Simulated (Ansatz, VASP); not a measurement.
Two plane-wave programs on Mg3BiSb

Contents of INCAR:

```
  PREC = Accurate
  ENCUT = 520
  EDIFF = 1E-6
  ISMEAR = -1
  SIGMA = 0.15
  LREAL = False
  LASPH = True
  NELM = 100
  ALGO = Normal
  ISIF = 2
  LWAVE = False
  LCHARG = False
  GGA = PS
  NBANDS = 21
```

File KPOINTS:

```
Automatic mesh
0
Gamma
  6 6 3
```

File POSCAR:

```
Mg3BiSb
1.0
    4.5364849657      0.0000000000      0.0000000000
   -2.2682424828      3.9287112904      0.0000000000
    0.0000000000      0.0000000000      7.1585893041
Mg Sb Bi
3 1 1
Direct
    0.0000000000      0.0000000000      0.0044930000
    0.3333333333      0.6666666667      0.3649360000
    0.6666666667      0.3333333333      0.6258560000
    0.6666666667      0.3333333333      0.2250700000
    0.3333333333      0.6666666667      0.7796450000
```

Input for Ansatz:

```yaml
crystal:
  lattice:
    - [4.536484965685659, 0.0, 0.0]
    - [-2.2682424828428296, 3.928711290415017, 0.0]
    - [0.0, 0.0, 7.158589304115825]
  atoms:
    - { symbol: Mg, position: [0.0, 0.0, 0.004493] }
    - { symbol: Mg, position: [0.3333333333333333, 0.6666666666666666, 0.364936] }
    - { symbol: Mg, position: [0.6666666666666666, 0.3333333333333333, 0.625856] }
    - { symbol: Sb, position: [0.6666666666666666, 0.3333333333333333, 0.22507] }
    - { symbol: Bi, position: [0.3333333333333333, 0.6666666666666666, 0.779645] }
basis:
  ecutwfc: 500.0
kpoints:
  mp_grid:
    grid: [6, 6, 3]
hamiltonian:
  xc: pbesol
scf:
  convergence:
    dr2_threshold: 1.0e-10
  occupations:
    method: fermi_dirac
    width: 0.15
output:
  stress: true
```

Alike in both runs: task single point; functional PBEsol; k mesh 6 × 6 × 3; occupations fermi-dirac, width 0.15 eV; no spin polarisation.

```csv
,VASP,Ansatz
version,VASP 6.6.1,Ansatz 0.2.0
potentials or method,"VASP PAW PBE potentials, release 64 (Mg, Sb, Bi_d), cutoff 520 eV","plane waves, PAW"
valence electrons in the cell,26,60
```

```csv
,VASP,Ansatz,Ansatz less VASP
pressure (GPa),2.2,2.2,+0.01
"traceless stress, the component that is largest in VASP (GPa)",-0.05,-0.06,-0.006
```

VASP's potentials were made for PBE, not for PBEsol. The functional is the same, so the differences come from potentials, cutoffs and numerics. VASP's potentials hold 26 valence electrons a cell and Ansatz's 60, so a difference there can come from the potentials and not from the codes.

Spin-orbit coupling is off throughout.
